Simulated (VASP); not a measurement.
# Li4In (Im-3m) in VASP: further runs

The runs below take Li4In through single point, relaxation of cell and atoms, with PBE.

Program: VASP 6.6.1. These are calculated values, not measurements. Logs are shortened: lines on timing, memory, paths and dates and some standing lists are left out, and cuts for length are marked.

## 1. The cell of the first run

Symmetry: Im-3m, No. 229, cubic system. The conventional cell has a = 6.418 Å, b = 6.418 Å, c = 6.418 Å, α = 90.00°, β = 90.00°, γ = 90.00°. Within 3.7 Å of Li (site symmetry -3m) lie 2 In at 2.78 Å and 6 Li at 3.21 Å. In (site symmetry m-3m) has 8 Li at 2.78 Å within 3.7 Å.

The cell was built from a structure type or drawn by symmetry, and may not be a known phase.

## 2. Single point, PBE

INCAR reads:

```
SYSTEM = Li4In
  PREC = Accurate
  ENCUT = 520
  EDIFF = 1E-7
  ISMEAR = 0
  SIGMA = 0.1
  LREAL = .False.
  LASPH = .True.
  NELM = 100
  ALGO = Normal
  ISIF = 2
  LWAVE = .False.
  LCHARG = .False.
  GGA = PE
  NBANDS = 20
```

KPOINTS reads:

```
regular mesh
0
Gamma
  6 6 6
  0 0 0
```

POSCAR reads:

```
Li4In
1.0
   -3.2087700404      3.2087700404      3.2087700404
    3.2087700404     -3.2087700404      3.2087700404
    3.2087700404      3.2087700404     -3.2087700404
Li In
4 1
Direct
    0.0000000000      0.0000000000      0.5000000000
    0.0000000000      0.5000000000      0.0000000000
    0.5000000000      0.0000000000      0.0000000000
    0.5000000000      0.5000000000      0.5000000000
    0.0000000000      0.0000000000      0.0000000000
```

Potentials or basis: VASP PAW PBE potentials, release 64 (Li_sv, In_d).

On the command line:

```
cat potpaw_PBE.64/Li_sv/POTCAR potpaw_PBE.64/In_d/POTCAR > POTCAR
mpirun -np 1 vasp_std > vasp.out
```

OUTCAR:

```text
SYSTEM = Li4In
   PREC = Accurate
   ENCUT = 520
   EDIFF = 1E-7
   ISMEAR = 0
   LREAL = .False.
   LASPH = .True.
   NELM = 100
   ISIF = 2
   GGA = PE

 ion  position               nearest neighbor table
   1  0.000  0.000  0.500-   5 2.78   5 2.78
   2  0.000  0.500  0.000-   5 2.78   5 2.78
   3  0.500  0.000  0.000-   5 2.78   5 2.78
   4  0.500  0.500  0.500-   5 2.78   5 2.78
   5  0.000  0.000  0.000-   1 2.78   2 2.78   3 2.78   4 2.78   1 2.78   2 2.78   3 2.78   4 2.78

  LATTYP: Found a body centered cubic cell.
 ALAT       =     6.4175400808

  Lattice vectors:

 A1 = (  -3.2087700404,   3.2087700404,   3.2087700404)
 A2 = (   3.2087700404,  -3.2087700404,   3.2087700404)
 A3 = (   3.2087700404,   3.2087700404,  -3.2087700404)

Analysis of symmetry for initial positions (statically):
=====================================================================
 Subroutine PRICEL returns:
 Original cell was already a primitive cell.

 Routine SETGRP: Setting up the symmetry group for a
 body centered cubic supercell.

 Subroutine GETGRP returns: Found 48 space group operations
 (whereof 48 operations were pure point group operations)
 out of a pool of 48 trial point group operations.

The static configuration has the point symmetry O_h .

Analysis of symmetry for dynamics (positions and initial velocities):
=====================================================================
 Subroutine PRICEL returns:
 Original cell was already a primitive cell.

 Routine SETGRP: Setting up the symmetry group for a
 body centered cubic supercell.

 Subroutine GETGRP returns: Found 48 space group operations
 (whereof 48 operations were pure point group operations)
 out of a pool of 48 trial point group operations.

The dynamic configuration has the point symmetry O_h .

 Subroutine INISYM returns: Found 48 space group operations
 (whereof 48 operations are pure point group operations),
 and found     1 'primitive' translations

----------------------------------------------------------------------------------------

                                     Primitive cell

  volume of cell :     132.1526

  direct lattice vectors                    reciprocal lattice vectors
    -3.208770040  3.208770040  3.208770040     0.000000000  0.155822946  0.155822946
     3.208770040 -3.208770040  3.208770040     0.155822946  0.000000000  0.155822946
     3.208770040  3.208770040 -3.208770040     0.155822946  0.155822946  0.000000000

  length of vectors
     5.557752740  5.557752740  5.557752740     0.220366923  0.220366923  0.220366923

  position of ions in fractional coordinates (direct lattice)
     0.000000000  0.000000000  0.500000000
     0.000000000  0.500000000  0.000000000
     0.500000000  0.000000000  0.000000000
     0.500000000  0.500000000  0.500000000
     0.000000000  0.000000000  0.000000000

  ion indices of the primitive-cell ions
   primitive index   ion index
                 1           1
                 2           2
                 3           3
                 4           4
                 5           5

----------------------------------------------------------------------------------------

 KPOINTS: regular mesh

Automatic generation of k-mesh.
 Grid dimensions read from file:
 generate k-points for:    6    6    6

 Generating k-lattice:

  Cartesian coordinates                     Fractional coordinates (reciprocal lattice)
     0.000000000  0.025970491  0.025970491     0.166666667  0.000000000  0.000000000
     0.025970491  0.000000000  0.025970491     0.000000000  0.166666667  0.000000000
     0.025970491  0.025970491  0.000000000     0.000000000  0.000000000  0.166666667

  Length of vectors
     0.036727821  0.036727821  0.036727821

  Shift w.r.t. Gamma in fractional coordinates (k-lattice)
     0.000000000  0.000000000  0.000000000

 Subroutine IBZKPT returns following result:
 ===========================================

 Found     16 irreducible k-points:

 Following reciprocal coordinates:
            Coordinates               Weight
  0.000000  0.000000  0.000000      1.000000
  0.166667  0.000000  0.000000     12.000000
  0.333333  0.000000  0.000000     12.000000
  0.500000  0.000000  0.000000      6.000000
  0.166667  0.166667  0.000000     24.000000
  0.333333  0.166667 -0.000000     48.000000
[... 8 lines left out ...]
  0.500000  0.500000  0.333333     12.000000
  0.500000  0.500000  0.500000      1.000000
   k-points           NKPTS =     16   k-points in BZ     NKDIM =     16   number of bands    NBANDS=     20
   number of dos      NEDOS =    301   number of ions     NIONS =      5
   total plane-waves  NPLWV =  74088
   dimension x,y,z NGX =    42 NGY =   42 NGZ =   42
   dimension x,y,z NGXF=    84 NGYF=   84 NGZF=   84
   ions per type =               4   1
   NGX,Y,Z   is equivalent  to a cutoff of  12.56, 12.56, 12.56 a.u.
   NGXF,Y,Z  is equivalent  to a cutoff of  25.13, 25.13, 25.13 a.u.
 SYSTEM =  Li4In
   PREC   = accura    normal or accurate (medium, high low for compatibility)
   ISTART =      0    job   : 0-new  1-cont  2-samecut
   ICHARG =      2    charge: 1-file 2-atom 10-const
   ISPIN  =      1    spin polarized calculation?
   LNONCOLLINEAR =      F non collinear calculations
   LSORBIT =      F    spin-orbit coupling
   LASPH  =      T    aspherical Exc in radial PAW
   ENCUT  =  520.0 eV  38.22 Ry    6.18 a.u.  10.33 10.33 10.33*2*pi/ulx,y,z
   NELM   =    100;   NELMIN=  2; NELMDL= -5     # of ELM steps
   EDIFF  = 0.1E-06   stopping-criterion for ELM
   LREAL  =      F    real-space projection
   EDIFFG = 0.1E-05   stopping-criterion for IOM
   NSW    =      0    number of steps for IOM
   IBRION =     -1    ionic relax: 0-MD 1-quasi-New 2-CG
   NFREE  =      0    steps in history (QN), initial steepest desc. (CG)
   ISIF   =      2    stress and relaxation
   ISYM   =      2    0-nonsym 1-usesym 2-fastsym
   POTIM  = 0.5000    time-step for ionic-motion
   TEBEG  =    0.0;   TEEND  =   0.0 temperature during run
   PSTRESS=    0.0 pullay stress
   NELECT =      25.0000    total number of electrons
   NUPDOWN=      -1.0000    fix difference up-down
   EMIN   =  10.00;   EMAX   =-10.00  energy-range for DOS
   EFERMI =   0.00;   METHOD = LEGACY
   ISMEAR =     0;   SIGMA  =   0.10  broadening in eV -4-tet -1-fermi 0-gaus
   EFERMI_NEDOS =   21; number of points for ismear=-14 and -15
   IALGO  =     38    algorithm
   IMIX   =      4    mixing-type and parameters
     AMIX     =   0.40;   BMIX     =  1.00
     AMIX_MAG =   1.60;   BMIX_MAG =  1.00
  volume/ion in A,a.u.               =      26.43       178.36
  Fermi-wavevector in a.u.,A,eV,Ry     =   0.939787  1.775941 12.016668  0.883200
  Thomas-Fermi vector in A             =   2.067134
   LORBIT       =      0    0 simple, 1 ext, 2 COOP (PROOUT), +10 PAW based schemes
   GGA     = PE    functional components
   LHFCALC =     F    Hartree Fock is set to
   AEXX    =    0.0000 exact exchange contribution
   IVDW    =     0    specifies the selected vdW correction
   LEPSILON=     F    determine dielectric tensor
   LRPA    =     F    only Hartree local field effects (RPA)
 non-spin polarized calculation
 Gauss-broadening in eV      SIGMA  =   0.10
  energy-cutoff  :      520.00
  volume of cell :      132.15
 maximum number of plane-waves:      3586
 NGX is ok and might be reduce to    42
   NGX = 21   NGY = 21   NGZ = 21

 number of electron      25.0000021 magnetization

 Free energy of the ion-electron system (eV)
  ---------------------------------------------------
  ext. energy  EPLUGINS =         0.00000000
  ---------------------------------------------------
  free energy    TOTEN  =        -9.89812630 eV

  energy without entropy =       -9.85341705  energy(sigma->0) =       -9.87577167

 E-fermi :   0.9174     XC(G=0):  -7.0227

 val. band max:        0.8905541680   @ k =   0.5000   0.0000   0.0000
 cond. band min:       0.9278470605   @ k =   0.3333   0.0000   0.0000
 fundamental gap:      0.0372928925
 Fermi energy:         0.9174190196

 k-point     1 :       0.0000    0.0000    0.0000
  band No.  band energies     occupation
      1     -45.6337      2.00000
      2     -45.6267      2.00000
      3     -45.6267      2.00000
      4     -45.6267      2.00000
      5     -12.9304      2.00000
      6     -12.9304      2.00000
[... 12 lines left out ...]
     19       5.6663      0.00000
     20       5.9892      0.00000

 k-point     2 :       0.1667    0.0000    0.0000
  band No.  band energies     occupation
      1     -45.6332      2.00000
      2     -45.6272      2.00000
      3     -45.6267      2.00000
      4     -45.6267      2.00000
      5     -12.9318      2.00000
      6     -12.9312      2.00000
[... 12 lines left out ...]
     19       6.2089      0.00000
     20       6.3295      0.00000

 k-point     3 :       0.3333    0.0000    0.0000
  band No.  band energies     occupation
      1     -45.6319      2.00000
      2     -45.6284      2.00000
      3     -45.6268      2.00000
      4     -45.6267      2.00000
      5     -12.9345      2.00000
      6     -12.9328      2.00000
[... 12 lines left out ...]
     19       6.6438      0.00000
     20       6.7281      0.00000

 k-point     4 :       0.5000    0.0000    0.0000
  band No.  band energies     occupation
      1     -45.6301      2.00000
      2     -45.6301      2.00000
      3     -45.6268      2.00000
      4     -45.6268      2.00000
      5     -12.9358      2.00000
      6     -12.9336      2.00000
[... 12 lines left out ...]
     19       6.4264      0.00000
     20       7.0956      0.00000

 k-point     5 :       0.1667    0.1667    0.0000
  band No.  band energies     occupation
      1     -45.6323      2.00000
      2     -45.6276      2.00000
      3     -45.6276      2.00000
      4     -45.6264      2.00000
      5     -12.9338      2.00000
      6     -12.9321      2.00000
[... 12 lines left out ...]
     19       6.4411      0.00000
     20       6.5676      0.00000

 k-point     6 :       0.3333    0.1667   -0.0000
  band No.  band energies     occupation
      1     -45.6308      2.00000
      2     -45.6290      2.00000
      3     -45.6278      2.00000
      4     -45.6262      2.00000
      5     -12.9354      2.00000
      6     -12.9336      2.00000
[... 12 lines left out ...]
     19       6.6702      0.00000
     20       7.1556      0.00000

 k-point     7 :       0.3333    0.3333    0.0000
  band No.  band energies     occupation
      1     -45.6293      2.00000
      2     -45.6293      2.00000
      3     -45.6293      2.00000
      4     -45.6259      2.00000
      5     -12.9348      2.00000
      6     -12.9348      2.00000
[... 12 lines left out ...]
     19       7.2806      0.00000
     20       7.2806      0.00000
[... 93 lines left out ...]
 k-point    12 :       0.5000    0.5000    0.1667
  band No.  band energies     occupation
      1     -45.6301      2.00000
      2     -45.6301      2.00000
      3     -45.6284      2.00000
      4     -45.6251      2.00000
      5     -12.9360      2.00000
      6     -12.9343      2.00000
[... 12 lines left out ...]
     19       7.1391      0.00000
     20       7.4721      0.00000

 k-point    13 :      -0.3333    0.5000    0.1667
  band No.  band energies     occupation
      1     -45.6305      2.00000
      2     -45.6293      2.00000
      3     -45.6292      2.00000
      4     -45.6247      2.00000
      5     -12.9357      2.00000
      6     -12.9349      2.00000
[... 12 lines left out ...]
     19       6.9823      0.00000
     20       8.2727      0.00000

 k-point    14 :      -0.3333    0.3333    0.3333
  band No.  band energies     occupation
      1     -45.6309      2.00000
      2     -45.6292      2.00000
      3     -45.6292      2.00000
      4     -45.6243      2.00000
      5     -12.9350      2.00000
      6     -12.9350      2.00000
[... 12 lines left out ...]
     19       5.7727      0.00000
     20       9.1866      0.00000

 k-point    15 :       0.5000    0.5000    0.3333
  band No.  band energies     occupation
      1     -45.6301      2.00000
      2     -45.6301      2.00000
      3     -45.6296      2.00000
      4     -45.6239      2.00000
      5     -12.9363      2.00000
      6     -12.9357      2.00000
[... 12 lines left out ...]
     19       7.2315      0.00000
     20       7.2382      0.00000

 k-point    16 :       0.5000    0.5000    0.5000
  band No.  band energies     occupation
      1     -45.6301      2.00000
      2     -45.6301      2.00000
      3     -45.6301      2.00000
      4     -45.6235      2.00000
      5     -12.9364      2.00000
      6     -12.9364      2.00000
[... 12 lines left out ...]
     19       7.1155      0.00000
     20       7.1156      0.00000

------------------------ aborting loop because EDIFF is reached ----------------------------------------

  FORCE on cell =-STRESS in cart. coord.  units (eV):
  Direction    XX          YY          ZZ          XY          YZ          ZX
  --------------------------------------------------------------------------------------
  -------------------------------------------------------------------------------------
  Total        0.0011068      0.0011068      0.0011068      0.0000000      0.0000000     -0.0000000
  in kB        0.0134182      0.0134182      0.0134182      0.0000000      0.0000000     -0.0000000
  external PRESSURE =       0.0134182 kB  Pullay stress =       0.0000000 kB

 VOLUME and BASIS-vectors are now :
 -----------------------------------------------------------------------------
  energy-cutoff  :      520.00
  volume of cell :      132.15
      direct lattice vectors                 reciprocal lattice vectors
    -3.208770040  3.208770040  3.208770040     0.000000000  0.155822946  0.155822946
     3.208770040 -3.208770040  3.208770040     0.155822946  0.000000000  0.155822946
     3.208770040  3.208770040 -3.208770040     0.155822946  0.155822946  0.000000000

 POSITION                                       TOTAL-FORCE (eV/Angst)
 -----------------------------------------------------------------------------------
      1.60439      1.60439     -1.60439        -0.000000      0.000000      0.000000
      1.60439     -1.60439      1.60439        -0.000000     -0.000000     -0.000000
     -1.60439      1.60439      1.60439         0.000000      0.000000     -0.000000
      1.60439      1.60439      1.60439         0.000000      0.000000      0.000000
      0.00000      0.00000      0.00000        -0.000000      0.000000     -0.000000
 -----------------------------------------------------------------------------------
    total drift:                               -0.000000     -0.000000      0.000000

  FREE ENERGIE OF THE ION-ELECTRON SYSTEM (eV)
  ---------------------------------------------------
  free  energy   TOTEN  =        -9.8981262990 eV

  energy  without entropy=       -9.8534170451  energy(sigma->0) =       -9.87577167
```

Wall time 24 s (1 thread of Intel Xeon 6975P-C (Granite Rapids), shared host); peak memory 0.26 GiB.

What came out:

| Property | Result |
| --- | --- |
| Free energy | -9.8981 eV |
| Band gap on the k mesh | zero (an odd number of electrons rules out a gap without spin polarisation) |

Levels at points of the mesh, in eV from the Fermi level:
```tsv
k point	band 11	band 12	band 13	band 14	band 15	band 16
(0.00, 0.00, 0.00)	0.08	0.08	0.08	1.21	2.79	2.79
(0.50, 0.00, 0.00)	-1.78	-0.03	0.02	0.88	2.39	3.29
(0.50, 0.50, 0.50)	-0.38	-0.38	-0.38	0.10	0.10	4.78
```

Caveat: the cutoff is under 1.25 times the usual one of these potentials, so pressure, stress and relaxed cells hold a basis-set (Pulay) error; spin-orbit coupling is left out, which moves the levels of the heavy elements.

## 3. Relaxation of cell and atoms, PBE

This run uses another cell than the first one, of 14.40 Å³/atom.

INCAR reads:

```
SYSTEM = Li4In
ALGO     = Normal         ! electronic algorithm
EDIFF    = 1E-7           ! SCF threshold, eV
EDIFFG   = -0.04          ! ionic threshold
ENCUT    = 600            ! plane-wave cutoff, eV
GGA      = PE             ! functional
IBRION   = 2              ! ionic algorithm
ISIF     = 3              ! what is computed and relaxed
ISMEAR   = 0              ! smearing method
LASPH    = .True.         ! aspherical terms in the spheres
LCHARG   = .False.        ! write CHGCAR
LREAL    = .False.        ! projectors in reciprocal space
LWAVE    = .False.        ! write WAVECAR
NELM     = 100            ! most SCF steps
NSW      = 90             ! ionic steps
PREC     = Accurate       ! precision mode
SIGMA    = 0.1            ! smearing width, eV
```

KPOINTS reads:

```
k-points
0
Gamma
  6 6 6
  0 0 0
```

Edit POSCAR of step 2 so:

```diff
@@ -2,5 +2,5 @@
 1.0
-   -3.2087700404      3.2087700404      3.2087700404
-    3.2087700404     -3.2087700404      3.2087700404
-    3.2087700404      3.2087700404     -3.2087700404
+   -2.6208825800      2.6208825800      2.6208825800
+    2.6208825800     -2.6208825800      2.6208825800
+    2.6208825800      2.6208825800     -2.6208825800
 Li In
```

Potentials or basis: VASP PAW PBE potentials, release 64 (Li_sv, In_d).

On the command line:

```
cat potpaw_PBE.64/Li_sv/POTCAR potpaw_PBE.64/In_d/POTCAR > POTCAR
mpirun -np 1 vasp_std > vasp.out
```

Wall time 37 s (1 thread of Intel Xeon 6975P-C (Granite Rapids), shared host); peak memory 0.22 GiB.

The run converged. Its results:

```
Free energy                           : -9.6918 eV
Relaxed volume                        : 24.28 Å³/atom
Relaxed cell                          : a = 5.403 Å, b = 5.403 Å, c = 5.403 Å, α = 109.47°, β = 109.47°, γ = 109.47°
Space group after relaxing (to 0.1 Å) : Im-3m (No. 229)
Energy gained by relaxing             : 582.0 meV/atom
Ionic steps                           : 4
Pressure after relaxing               : 0.1 GPa
Band gap on the k mesh                : zero (an odd number of electrons rules out a gap without spin polarisation)
```

The path:
| step | energy change (eV) | largest force (eV/Å) | pressure (GPa) | volume (Å³) |
| --- | --- | --- | --- | --- |
| 1 | 0.0000 | 0.0000 | 26.00 | 72.01 |
| 2 | -2.4866 | 0.0000 | 6.75 | 99.22 |
| 3 | -2.8944 | 0.0000 | 1.08 | 116.99 |
| 4 | -2.9100 | 0.0000 | 0.06 | 121.42 |

Final structure:
```
Li In
1.0
    -3.11942    3.11942    3.11942
     3.11942   -3.11942    3.11942
     3.11942    3.11942   -3.11942
Li In
4 1
Direct
  0.00000 0.00000 0.50000
  0.00000 0.50000 0.00000
  0.50000 0.00000 0.00000
  0.50000 0.50000 0.50000
  0.00000 0.00000 0.00000
```

Levels at points of the mesh, in eV from the Fermi level:
```tsv
k point	band 9	band 10	band 11	band 12	band 13	band 14	band 15	band 16
(0.00, 0.00, 0.00)	-13.83	-5.48	0.06	0.06	0.06	1.44	2.87	2.87
(0.50, 0.00, 0.00)	-13.83	-5.09	-1.87	-0.07	0.06	0.92	2.58	3.42
(0.50, 0.50, 0.50)	-13.83	-5.05	-0.31	-0.31	-0.31	0.02	0.02	5.03
```

Caveat: the cutoff is under 1.25 times the usual one of these potentials, so pressure, stress and relaxed cells hold a basis-set (Pulay) error; the volume moved by over 15 % at a fixed basis, so the end points are rough; spin-orbit coupling is left out, which moves the levels of the heavy elements.
